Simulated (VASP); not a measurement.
# K: single point with r2SCAN+D4

The system is K.

```xyz
2
Lattice="4.7275 0.0000 0.0000 -2.3637 4.0941 0.0000 0.0000 0.0000 7.8490" Properties=species:S:1:pos:R:3 pbc="T T T"
K     0.0000    2.7294    1.9623
K     2.3637    1.3647    5.8868
```

This isn't the form of K at room conditions, which is bcc.

```json
{
  "Program": "VASP 6.6.1",
  "Task": "single point",
  "Functional": "r2SCAN",
  "Dispersion": "D4",
  "Potentials or basis": "VASP PAW PBE potentials, release 64 (K_sv)",
  "Cutoff": "520 eV",
  "k mesh": "7 × 7 × 4",
  "Occupations": "fermi-dirac, width 0.1 eV",
  "Spin": "no spin polarisation",
  "Dipole correction": "no",
  "Further INCAR settings": "ALGO = Normal; EDIFF = 1e-06; NBANDS = 16"
}
```

The pressure is 0.0 GPa and the band gap on the k mesh is zero (bands 9 and 10 overlap by 2.37 eV). The dispersion energy per atom is -0.020 eV.

Levels at points of the mesh, in eV from the Fermi level:
| k point | band 5 | band 6 | band 7 | band 8 | band 9 | band 10 | band 11 | band 12 | band 13 | band 14 |
| --- | --- | --- | --- | --- | --- | --- | --- | --- | --- | --- |
| (0.00, 0.00, 0.00) | -16.35 | -16.34 | -16.34 | -16.34 | -2.26 | 0.41 | 0.42 | 4.50 | 4.51 | 4.51 |
| (0.00, 0.00, 0.50) | -16.35 | -16.35 | -16.35 | -16.35 | -1.53 | -1.53 | 2.90 | 2.90 | 4.57 | 4.57 |

Wall time 3.1 min on 1 thread of Intel(R) Xeon(R) 6975P-C (Granite Rapids), on a shared host, peak memory 0.3 GiB.

Caveat: the PAW data sets were made with another functional, which shifts forces and pressure a little.
